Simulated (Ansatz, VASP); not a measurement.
HfO2 in VASP and in Ansatz

```xyz
6
Lattice="3.5462 0.0000 0.0000 0.0000 3.5462 0.0000 0.0000 0.0000 5.4380" Properties=species:S:1:pos:R:3 pbc="T T T"
Hf    1.7731    1.7731    2.7190
Hf    0.0000    0.0000    0.0000
O     0.0000    1.7731    3.7699
O     1.7731    0.0000    4.3871
O     1.7731    0.0000    1.6681
O     0.0000    1.7731    1.0509
```

Alike in both runs: task single point; functional PBE; k mesh 8 × 8 × 6; occupations gaussian, width 0.05 eV; no spin polarisation.

|  | VASP | Ansatz |
| --- | --- | --- |
| version | VASP 6.6.1 | Ansatz 0.2.0 |
| potentials or method | VASP PAW PBE potentials, release 64 (Hf_pv, O), cutoff 520 eV | scalar-relativistic, plane waves, PAW |
| valence electrons in the cell | 44 | 76 |

|  | VASP | Ansatz | Ansatz less VASP |
| --- | --- | --- | --- |
| gap on the k mesh at the Fermi level (eV) | 4.55 | 4.58 | +0.026 |
| least direct gap on the mesh (eV) | 4.60 | 4.62 | +0.020 |
| pressure (GPa) | -1.9 | 1.2 | +3.09 |
| traceless stress, the component that is largest in VASP (GPa) | -10.21 | -10.12 | +0.083 |
| rms of the force components (eV/Å) | 0.125 | 0.099 | -0.0261 |

Atom by atom the forces differ by 0.026 eV/Å (rms over components). VASP's potentials hold 44 valence electrons a cell and Ansatz's 76, so a difference there can come from the potentials and not from the codes.

Spin-orbit coupling is off throughout.
